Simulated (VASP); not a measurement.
AlNi3:

```
CELL_PARAMETERS angstrom
3.54639 0.00000 0.00000
0.00000 3.54639 0.00000
0.00000 0.00000 3.54639
ATOMIC_POSITIONS crystal
Ni 0.50000 0.50000 0.00000
Ni 0.50000 0.00000 0.50000
Ni 0.00000 0.50000 0.50000
Al 0.00000 0.00000 0.00000
```

Base run:

| Item | Value |
| --- | --- |
| Program | VASP 6.6.1 |
| Functional | r2SCAN |
| Potentials or basis | VASP PAW PBE potentials, release 64 (Ni, Al) |
| Cutoff | 520 eV |
| k mesh | 8 × 8 × 8 |
| Occupations | fermi-dirac, width 0.05 eV |
| Spin | collinear spin, ferromagnetic start |
| Starting moments | [1.0, 1.0, 1.0, 0.0] μB |

Its results: pressure -3.1 GPa; net moment 0.85 μB per cell; site moments Ni +0.32; Al -0.02 μB.

Task: The run is repeated on the same cell with these changes: functional from r2SCAN to LDA; potentials or basis from VASP PAW PBE potentials, release 64 (Ni, Al) to VASP PAW LDA potentials, release 64 (Ni, Al). What comes out?

Result: Pressure -10.7 GPa; net moment 0.42 μB per cell; site moments Ni +0.14; Al -0.00 μB.

Caveats: the PAW data sets were made with another functional, which shifts forces and pressure a little (some runs).
